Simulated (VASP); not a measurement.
# Ga3Sb (I4/mmm) in VASP: a series of runs

Runs on Ga3Sb. Level: PBEsol+D3(BJ). Tasks: single point.

Everything below comes from runs of VASP 6.6.1. Logs are shortened: lines on timing, memory, paths and dates and some standing lists are left out, and cuts for length are marked.

### 1 The cell of the first run

Symmetry: I4/mmm, No. 139, tetragonal system. Conventional cell: a = 4.167 Å, b = 4.167 Å, c = 9.759 Å, α = 90.00°, β = 90.00°, γ = 90.00°. Within 3.9 Å of Ga (site symmetry -4m2) lie 8 Ga at 2.95 to 3.21 Å and 4 Sb at 3.21 Å. Within 3.9 Å of Ga (site symmetry 4/mmm) lie 4 Sb at 2.95 Å and 8 Ga at 3.21 Å. Sb (site symmetry 4/mmm) has 12 Ga at 2.95 to 3.21 Å within 3.9 Å.

### 2 Single point, PBEsol+D3(BJ) (21.18 Å³/atom)

INCAR reads:

```
SYSTEM = Ga3Sb
  PREC = Accurate
  ENCUT = 520
  EDIFF = 1E-6
  ISMEAR = 0
  SIGMA = 0.15
  LREAL = .FALSE.
  LASPH = .TRUE.
  NELM = 100
  ALGO = Fast
  ISIF = 2
  LWAVE = .FALSE.
  LCHARG = .FALSE.
  GGA = PS
  IVDW = 12
  NBANDS = 30
```

KPOINTS reads:

```
Automatic mesh
0
G
  14 14 14
  0 0 0
```

POSCAR reads:

```
Ga3Sb
1.0
   -2.0832791876      2.0832791876      4.8796648411
    2.0832791876     -2.0832791876      4.8796648411
    2.0832791876      2.0832791876     -4.8796648411
Ga Sb
3 1
Direct
    0.7500000000      0.2500000000      0.5000000000
    0.2500000000      0.7500000000      0.5000000000
    0.5000000000      0.5000000000      0.0000000000
    0.0000000000      0.0000000000      0.0000000000
```

Potentials or basis: VASP PAW PBE potentials, release 64 (Ga_d, Sb).

Run with:

```console
cat potpaw_PBE.64/Ga_d/POTCAR potpaw_PBE.64/Sb/POTCAR > POTCAR
mpirun -np 1 vasp_std > vasp.out
```

OUTCAR:

```text
SYSTEM = Ga3Sb
   PREC = Accurate
   ENCUT = 520
   EDIFF = 1E-6
   ISMEAR = 0
   LREAL = .FALSE.
   LASPH = .TRUE.
   NELM = 100
   ISIF = 2
   GGA = PS
   IVDW = 12
 IVDW          = 12

 ion  position               nearest neighbor table
   1  0.750  0.250  0.500-   4 3.21   4 3.21   4 3.21   4 3.21
   2  0.250  0.750  0.500-   4 3.21   4 3.21   4 3.21   4 3.21
   3  0.500  0.500  0.000-   4 2.95   4 2.95   4 2.95   4 2.95
   4  0.000  0.000  0.000-   3 2.95   3 2.95   3 2.95   3 2.95   1 3.21   1 3.21   2 3.21   2 3.21
                             2 3.21   1 3.21   2 3.21   1 3.21

  LATTYP: Found a body centered tetragonal cell.
 ALAT       =     4.1665583752
 C/A-ratio  =     2.3423000000

  Lattice vectors:

 A1 = (  -2.0832791876,   2.0832791876,   4.8796648411)
 A2 = (   2.0832791876,  -2.0832791876,   4.8796648411)
 A3 = (   2.0832791876,   2.0832791876,  -4.8796648411)

Analysis of symmetry for initial positions (statically):
=====================================================================
 Subroutine PRICEL returns:
 Original cell was already a primitive cell.

 Routine SETGRP: Setting up the symmetry group for a
 body centered tetragonal supercell.

 Subroutine GETGRP returns: Found 16 space group operations
 (whereof 16 operations were pure point group operations)
 out of a pool of 16 trial point group operations.

The static configuration has the point symmetry D_4h.

Analysis of symmetry for dynamics (positions and initial velocities):
=====================================================================
 Subroutine PRICEL returns:
 Original cell was already a primitive cell.

 Routine SETGRP: Setting up the symmetry group for a
 body centered tetragonal supercell.

 Subroutine GETGRP returns: Found 16 space group operations
 (whereof 16 operations were pure point group operations)
 out of a pool of 16 trial point group operations.

The dynamic configuration has the point symmetry D_4h.

 Subroutine INISYM returns: Found 16 space group operations
 (whereof 16 operations are pure point group operations),
 and found     1 'primitive' translations

----------------------------------------------------------------------------------------

                                     Primitive cell

  volume of cell :      84.7120

  direct lattice vectors                    reciprocal lattice vectors
    -2.083279188  2.083279188  4.879664841     0.000000000  0.240006238  0.102466054
     2.083279188 -2.083279188  4.879664841     0.240006238  0.000000000  0.102466054
     2.083279188  2.083279188 -4.879664841     0.240006238  0.240006238  0.000000000

  length of vectors
     5.700108184  5.700108184  5.700108184     0.260964148  0.260964148  0.339420076

  position of ions in fractional coordinates (direct lattice)
     0.750000000  0.250000000  0.500000000
     0.250000000  0.750000000  0.500000000
     0.500000000  0.500000000  0.000000000
     0.000000000  0.000000000  0.000000000

  ion indices of the primitive-cell ions
   primitive index   ion index
                 1           1
                 2           2
                 3           3
                 4           4

----------------------------------------------------------------------------------------

 KPOINTS: Automatic mesh

Automatic generation of k-mesh.
 Grid dimensions read from file:
 generate k-points for:   14   14   14

 Generating k-lattice:

  Cartesian coordinates                     Fractional coordinates (reciprocal lattice)
     0.000000000  0.017143303  0.007319004     0.071428571  0.000000000  0.000000000
     0.017143303  0.000000000  0.007319004     0.000000000  0.071428571  0.000000000
     0.017143303  0.017143303  0.000000000     0.000000000  0.000000000  0.071428571

  Length of vectors
     0.018640296  0.018640296  0.024244291

  Shift w.r.t. Gamma in fractional coordinates (k-lattice)
     0.000000000  0.000000000  0.000000000

 Subroutine IBZKPT returns following result:
 ===========================================

 Found    244 irreducible k-points:

 Following reciprocal coordinates:
            Coordinates               Weight
  0.000000  0.000000  0.000000      1.000000
  0.071429 -0.000000  0.000000      8.000000
  0.142857  0.000000 -0.000000      8.000000
  0.214286  0.000000  0.000000      8.000000
  0.285714 -0.000000  0.000000      8.000000
  0.357143  0.000000 -0.000000      8.000000
[... 16 lines left out ...]
  0.214286  0.142857 -0.000000     16.000000
  0.285714  0.142857 -0.000000     16.000000
 [... further k-points ...]
   k-points           NKPTS =    244   k-points in BZ     NKDIM =    244   number of bands    NBANDS=     30
   number of dos      NEDOS =    301   number of ions     NIONS =      4
   total plane-waves  NPLWV =  74088
   dimension x,y,z NGX =    42 NGY =   42 NGZ =   42
   dimension x,y,z NGXF=    84 NGYF=   84 NGZF=   84
   ions per type =               3   1
   NGX,Y,Z   is equivalent  to a cutoff of  12.25, 12.25, 12.25 a.u.
   NGXF,Y,Z  is equivalent  to a cutoff of  24.50, 24.50, 24.50 a.u.
 SYSTEM =  Ga3Sb
   PREC   = accura    normal or accurate (medium, high low for compatibility)
   ISTART =      0    job   : 0-new  1-cont  2-samecut
   ICHARG =      2    charge: 1-file 2-atom 10-const
   ISPIN  =      1    spin polarized calculation?
   LNONCOLLINEAR =      F non collinear calculations
   LSORBIT =      F    spin-orbit coupling
   LASPH  =      T    aspherical Exc in radial PAW
   ENCUT  =  520.0 eV  38.22 Ry    6.18 a.u.  10.60 10.60 10.60*2*pi/ulx,y,z
   NELM   =    100;   NELMIN=  2; NELMDL= -5     # of ELM steps
   EDIFF  = 0.1E-05   stopping-criterion for ELM
   LREAL  =      F    real-space projection
   EDIFFG = 0.1E-04   stopping-criterion for IOM
   NSW    =      0    number of steps for IOM
   IBRION =     -1    ionic relax: 0-MD 1-quasi-New 2-CG
   NFREE  =      0    steps in history (QN), initial steepest desc. (CG)
   ISIF   =      2    stress and relaxation
   ISYM   =      2    0-nonsym 1-usesym 2-fastsym
   POTIM  = 0.5000    time-step for ionic-motion
   TEBEG  =    0.0;   TEEND  =   0.0 temperature during run
   PSTRESS=    0.0 pullay stress
   NELECT =      44.0000    total number of electrons
   NUPDOWN=      -1.0000    fix difference up-down
   EMIN   =  10.00;   EMAX   =-10.00  energy-range for DOS
   EFERMI =   0.00;   METHOD = LEGACY
   ISMEAR =     0;   SIGMA  =   0.15  broadening in eV -4-tet -1-fermi 0-gaus
   EFERMI_NEDOS =   21; number of points for ismear=-14 and -15
   IALGO  =     68    algorithm
   IMIX   =      4    mixing-type and parameters
     AMIX     =   0.40;   BMIX     =  1.00
     AMIX_MAG =   1.60;   BMIX_MAG =  1.00
  volume/ion in A,a.u.               =      21.18       142.92
  Fermi-wavevector in a.u.,A,eV,Ry     =   1.315964  2.486812 23.562050  1.731762
  Thomas-Fermi vector in A             =   2.446110
   LORBIT       =      0    0 simple, 1 ext, 2 COOP (PROOUT), +10 PAW based schemes
   GGA     = PS    functional components
   LHFCALC =     F    Hartree Fock is set to
   AEXX    =    0.0000 exact exchange contribution
   IVDW    =    12    specifies the selected vdW correction
   LEPSILON=     F    determine dielectric tensor
   LRPA    =     F    only Hartree local field effects (RPA)
 non-spin polarized calculation
 RMM-DIIS sequential band-by-band and
 Gauss-broadening in eV      SIGMA  =   0.15
  energy-cutoff  :      520.00
  volume of cell :       84.71
 maximum number of plane-waves:      2298
   NGX = 21   NGY = 21   NGZ = 21

 number of electron      43.9999982 magnetization

 Free energy of the ion-electron system (eV)
  ---------------------------------------------------
  ext. energy  EPLUGINS =         0.00000000
  ---------------------------------------------------
  free energy    TOTEN  =       -14.29589716 eV

  energy without entropy =      -14.27633890  energy(sigma->0) =      -14.28611803

 E-fermi :   6.2127     XC(G=0): -10.8064

 val. band max:        6.2066199708   @ k =   0.3571   0.2857  -0.0000
 cond. band min:       6.2130617387   @ k =  -0.0714  -0.1429   0.0714
 fundamental gap:      0.0064417680
 Fermi energy:         6.2126963715

 k-point     1 :       0.0000    0.0000    0.0000
  band No.  band energies     occupation
      1      -8.6935      2.00000
      2      -8.6408      2.00000
      3      -8.6161      2.00000
      4      -8.5719      2.00000
      5      -8.5719      2.00000
      6      -8.5628      2.00000
[... 22 lines left out ...]
     29      14.5986      0.00000
     30      15.1823      0.00000

 k-point     2 :       0.0714   -0.0000    0.0000
  band No.  band energies     occupation
      1      -8.6895      2.00000
      2      -8.6393      2.00000
      3      -8.6129      2.00000
      4      -8.5778      2.00000
      5      -8.5769      2.00000
      6      -8.5621      2.00000
[... 22 lines left out ...]
     29      15.0631      0.00000
     30      15.6055      0.00000

 k-point     3 :       0.1429    0.0000   -0.0000
  band No.  band energies     occupation
      1      -8.6778      2.00000
      2      -8.6354      2.00000
      3      -8.6039      2.00000
      4      -8.5867      2.00000
      5      -8.5819      2.00000
      6      -8.5620      2.00000
[... 22 lines left out ...]
     29      14.7748      0.00000
     30      15.1119      0.00000

 k-point     4 :       0.2143    0.0000    0.0000
  band No.  band energies     occupation
      1      -8.6588      2.00000
      2      -8.6304      2.00000
      3      -8.5948      2.00000
      4      -8.5910      2.00000
      5      -8.5811      2.00000
      6      -8.5631      2.00000
[... 616 lines left out ...]
     29      12.5674      0.00000
     30      14.5022      0.00000

 k-point    23 :       0.2143    0.1429   -0.0000
  band No.  band energies     occupation
      1      -8.6573      2.00000
      2      -8.6314      2.00000
      3      -8.6001      2.00000
      4      -8.5920      2.00000
      5      -8.5760      2.00000
      6      -8.5644      2.00000
[... 22 lines left out ...]
     29      11.8979      0.00000
     30      13.7500      0.00000

 k-point    24 :       0.2857    0.1429   -0.0000
  band No.  band energies     occupation
      1      -8.6432      2.00000
      2      -8.6273      2.00000
      3      -8.6026      2.00000
      4      -8.5857      2.00000
      5      -8.5726      2.00000
      6      -8.5622      2.00000
[... 22 lines left out ...]
     29      11.4344      0.00000
     30      13.8664      0.00000

 [... further k-points ...]

------------------------ aborting loop because EDIFF is reached ----------------------------------------

 Edisp (eV)   -1.38354

 E8    (eV) :    -0.9560

  FORCE on cell =-STRESS in cart. coord.  units (eV):
  Direction    XX          YY          ZZ          XY          YZ          ZX
  --------------------------------------------------------------------------------------
  -------------------------------------------------------------------------------------
  Total      -2.14402    -2.14402    -2.19242     0.00000     0.00000     0.00000
  in kB     -40.55043   -40.55043   -41.46568     0.00000     0.00000     0.00000
  external pressure =      -40.86 kB  Pullay stress =        0.00 kB

 VOLUME and BASIS-vectors are now :
 -----------------------------------------------------------------------------
  energy-cutoff  :      520.00
  volume of cell :       84.71
      direct lattice vectors                 reciprocal lattice vectors
    -2.083279188  2.083279188  4.879664841     0.000000000  0.240006238  0.102466054
     2.083279188 -2.083279188  4.879664841     0.240006238  0.000000000  0.102466054
     2.083279188  2.083279188 -4.879664841     0.240006238  0.240006238  0.000000000

 POSITION                                       TOTAL-FORCE (eV/Angst)
 -----------------------------------------------------------------------------------
      0.00000      2.08328      2.43983         0.000000      0.000000      0.000000
      2.08328      0.00000      2.43983        -0.000000     -0.000000      0.000000
      0.00000      0.00000      4.87966         0.000000      0.000000     -0.000000
      0.00000      0.00000      0.00000         0.000000      0.000000     -0.000000
 -----------------------------------------------------------------------------------
    total drift:                               -0.000000      0.000000      0.000000

  FREE ENERGIE OF THE ION-ELECTRON SYSTEM (eV)
  ---------------------------------------------------
  free  energy   TOTEN  =       -15.6794328575 eV

  energy  without entropy=      -15.6598746055  energy(sigma->0) =      -15.66965373
```

Run time: 20 min. Hardware: 1 thread of Oxide Virtual Turin-like, shared host; peak memory 0.61 GiB.

What came out:

```
Free energy                : -15.6794 eV
Pressure                   : -4.1 GPa
Band gap on the k mesh     : zero (bands 22 and 23 overlap by 4.31 eV)
Dispersion energy per atom : -0.346 eV
```

Stress tensor (GPa, compression positive):
```
-4.06  0.00  0.00
 0.00 -4.06  0.00
 0.00  0.00 -4.15
```

Levels at points of the mesh, in eV from the Fermi level:
| k point | band 20 | band 21 | band 22 | band 23 | band 24 | band 25 |
| --- | --- | --- | --- | --- | --- | --- |
| (0.00, 0.00, 0.00) | -1.80 | -1.80 | -1.42 | -0.21 | -0.21 | 1.28 |
| (0.50, 0.00, 0.00) | -0.65 | -0.30 | 0.01 | 0.75 | 1.49 | 2.34 |
| (0.50, 0.50, 0.00) | -4.95 | -4.17 | -1.11 | -0.50 | 0.09 | 0.87 |
| (0.50, 0.50, 0.50) | -2.83 | -1.91 | 1.85 | 2.35 | 2.35 | 3.28 |

Caveat: the cell stands under tension; the PAW data sets were made with another functional, which shifts forces and pressure a little; spin-orbit coupling is left out, which moves the levels of the heavy elements.

### 3 Single point, PBEsol+D3(BJ) (21.18 Å³/atom)

INCAR reads:

```
PREC = Accurate
ENCUT = 520
EDIFF = 1E-6
ISMEAR = 0
SIGMA = 0.15
LREAL = F
LASPH = T
NELM = 60
ALGO = Fast
ISIF = 2
LWAVE = F
LCHARG = F
GGA = PS
IVDW = 12
NBANDS = 30
```

KPOINTS reads:

```
regular mesh
0
Gamma
  14 14 14
```

POSCAR reads:

```
Ga3Sb
1.0
   -2.2135562012      2.2135562012      4.3221898385
    2.2135562012     -2.2135562012      4.3221898385
    2.2135562012      2.2135562012     -4.3221898385
Ga Sb
3 1
Direct
    0.7500000000      0.2500000000      0.5000000000
    0.2500000000      0.7500000000      0.5000000000
    0.5000000000      0.5000000000      0.0000000000
    0.0000000000      0.0000000000      0.0000000000
```

Potentials or basis: VASP PAW PBE potentials, release 64 (Ga_d, Sb).

Run with:

```console
cat potpaw_PBE.64/Ga_d/POTCAR potpaw_PBE.64/Sb/POTCAR > POTCAR
mpirun -np 1 vasp_std > vasp.out
```

Run time: 22 min. Hardware: 1 thread of Oxide Virtual Turin-like, shared host; peak memory 0.6 GiB.

Results (log left out):

| Quantity | Value |
| --- | --- |
| Free energy | -15.6942 eV |
| Pressure | -3.8 GPa |
| Band gap on the k mesh | zero (bands 22 and 23 overlap by 4.60 eV) |
| Dispersion energy per atom | -0.346 eV |

Stress tensor (GPa, compression positive):
```
-3.62  0.00  0.00
 0.00 -3.62  0.00
 0.00  0.00 -4.20
```

Levels at points of the mesh, in eV from the Fermi level:
```tsv
k point	band 18	band 19	band 20	band 21	band 22	band 23	band 24	band 25	band 26	band 27
(0.00, 0.00, 0.00)	-3.32	-2.55	-2.33	-1.91	-1.91	-0.51	-0.51	0.39	0.64	3.38
(0.50, 0.00, 0.00)	-5.18	-4.72	-1.48	-1.04	-0.73	-0.13	1.97	3.10	3.37	3.78
(0.50, 0.50, 0.00)	-5.89	-5.24	-4.87	-4.39	0.57	0.73	1.06	1.50	6.48	7.17
(0.50, 0.50, 0.50)	-4.34	-3.50	-3.50	-3.12	2.58	3.51	3.51	4.03	5.26	5.26
```

Caveat: the cell stands under tension; the PAW data sets were made with another functional, which shifts forces and pressure a little; spin-orbit coupling is left out, which moves the levels of the heavy elements.

### 4 Single point, PBEsol+D3(BJ) (19.61 Å³/atom)

This run uses another cell than the first one, of 19.61 Å³/atom.

INCAR reads:

```
ALGO = Fast
EDIFF = 1E-7
ENCUT = 520
GGA = PS
ISIF = 2
ISMEAR = 0
IVDW = 12
LASPH = T
LCHARG = F
LREAL = F
LWAVE = F
NBANDS = 30
NELM = 80
PREC = Accurate
SIGMA = 0.15
```

KPOINTS reads:

```
k-points
0
Gamma
  14 14 14
```

POSCAR reads:

```
Ga3Sb
1.0
   -2.1574944527      2.1574944527      4.2127236683
    2.1574944527     -2.1574944527      4.2127236683
    2.1574944527      2.1574944527     -4.2127236683
Ga Sb
3 1
Direct
    0.7500000000      0.2500000000      0.5000000000
    0.2500000000      0.7500000000      0.5000000000
    0.5000000000      0.5000000000      0.0000000000
    0.0000000000      0.0000000000      0.0000000000
```

Potentials or basis: VASP PAW PBE potentials, release 64 (Ga_d, Sb).

Run with:

```console
cat potpaw_PBE.64/Ga_d/POTCAR potpaw_PBE.64/Sb/POTCAR > POTCAR
mpirun -np 1 vasp_std > vasp.out
```

OUTCAR:

```text
EDIFF = 1E-7
   ENCUT = 520
   GGA = PS
   ISIF = 2
   ISMEAR = 0
   IVDW = 12
   LASPH = T
   LREAL = F
   NELM = 80
   PREC = Accurate
 IVDW          = 12

 ion  position               nearest neighbor table
   1  0.750  0.250  0.500-   4 3.02   4 3.02   4 3.02   4 3.02
   2  0.250  0.750  0.500-   4 3.02   4 3.02   4 3.02   4 3.02
   3  0.500  0.500  0.000-   4 3.05   4 3.05   4 3.05   4 3.05
[... 995 lines left out ...]
 Edisp (eV)   -1.49868

 E8    (eV) :    -1.0360

  FORCE on cell =-STRESS in cart. coord.  units (eV):
  Direction    XX          YY          ZZ          XY          YZ          ZX
  --------------------------------------------------------------------------------------
  -------------------------------------------------------------------------------------
  Total       0.17440     0.17440    -0.02779     0.00000    -0.00000     0.00000
  in kB       3.56233     3.56233    -0.56757     0.00000    -0.00000     0.00000
  external pressure =        2.19 kB  Pullay stress =        0.00 kB

 VOLUME and BASIS-vectors are now :
 -----------------------------------------------------------------------------
  energy-cutoff  :      520.00
  volume of cell :       78.44
      direct lattice vectors                 reciprocal lattice vectors
    -2.157494453  2.157494453  4.212723668     0.000000000  0.231750306  0.118688060
     2.157494453 -2.157494453  4.212723668     0.231750306  0.000000000  0.118688060
     2.157494453  2.157494453 -4.212723668     0.231750306  0.231750306  0.000000000

 POSITION                                       TOTAL-FORCE (eV/Angst)
 -----------------------------------------------------------------------------------
      0.00000      2.15749      2.10636         0.000000     -0.000000      0.000000
      2.15749      0.00000      2.10636        -0.000000     -0.000000     -0.000000
      0.00000      0.00000      4.21272        -0.000000      0.000000      0.000000
      0.00000      0.00000      0.00000        -0.000000      0.000000      0.000000
 -----------------------------------------------------------------------------------
    total drift:                               -0.000000     -0.000000      0.000000

  FREE ENERGIE OF THE ION-ELECTRON SYSTEM (eV)
  ---------------------------------------------------
  free  energy   TOTEN  =       -15.7702480564 eV

  energy  without entropy=      -15.7502117797  energy(sigma->0) =      -15.76022992
```

Run time: 22 min. Hardware: 1 thread of Oxide Virtual Turin-like, shared host; peak memory 0.58 GiB.

What came out:

```
Free energy                : -15.7702 eV
Pressure                   : 0.2 GPa
Band gap on the k mesh     : zero (bands 22 and 23 overlap by 5.00 eV)
Dispersion energy per atom : -0.375 eV
```

Caveat: the PAW data sets were made with another functional, which shifts forces and pressure a little; spin-orbit coupling is left out, which moves the levels of the heavy elements.

[end of part 1 of 2]
